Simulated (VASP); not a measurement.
Wanted: the native input for a VASP 6.6.1 run.

| Item | Value |
| --- | --- |
| Task | single point |
| Functional | PBE |
| Potentials or basis | VASP PAW PBE potentials, release 64 (Zn, Cd, S) |
| Cutoff | 520 eV |
| k mesh | 6 × 6 × 1 |
| Occupations | gaussian, width 0.1 eV |
| Spin | no spin polarisation |
| Dipole correction | no |
| Further INCAR settings | ALGO = Normal; EDIFF = 1e-06; NBANDS = 66 |

The structure of ZnCd5S6 lies in POSCAR:

```
ZnCd5S6
1.0
    4.1298177339      0.0000000289      0.0000000000
   -2.0649088920      3.5765270562      0.0000000000
    0.0000000000      0.0000000000     20.3304014000
Zn Cd S
1 5 6
Direct
    0.0000000000      0.0000000000      0.3333770000
    0.6666666667      0.3333333333      0.8337610000
    0.0000000000      0.0000000000      0.6634220000
    0.6666666667      0.3333333333      0.1745750000
    0.3333333333      0.6666666667      0.4931240000
    0.3333333333      0.6666666667      0.0041640000
    0.6666666667      0.3333333333      0.9595450000
    0.0000000000      0.0000000000      0.4490800000
    0.0000000000      0.0000000000      0.7892010000
    0.6666666667      0.3333333333      0.3008370000
    0.3333333333      0.6666666667      0.6189560000
    0.3333333333      0.6666666667      0.1299600000
```

These files were run (other wordings do the same):

INCAR

```
PREC = Accurate
ENCUT = 520
EDIFF = 1E-6
ISMEAR = 0
SIGMA = 0.1
LREAL = False
LASPH = True
NELM = 100
ALGO = Normal
ISIF = 2
LWAVE = False
LCHARG = False
GGA = PE
NBANDS = 66
```

KPOINTS

```
Automatic mesh
0
Gamma
  6 6 1
```

Potentials or basis: VASP PAW PBE potentials, release 64 (Zn, Cd, S).

Command:

```console
$ cat potpaw_PBE.64/Zn/POTCAR potpaw_PBE.64/Cd/POTCAR potpaw_PBE.64/S/POTCAR > POTCAR
$ mpirun -np 1 vasp_std > vasp.out
```

Results of the run:

The pressure is 0.3 GPa. The largest force is 0.021 eV/Å and the band gap on the k mesh is 1.11 eV.

Wall time 3.6 min on 1 thread of Intel(R) Xeon(R) Platinum 8375C CPU @ 2.90GHz (Ice Lake) (shared host), peak memory 0.47 GiB.
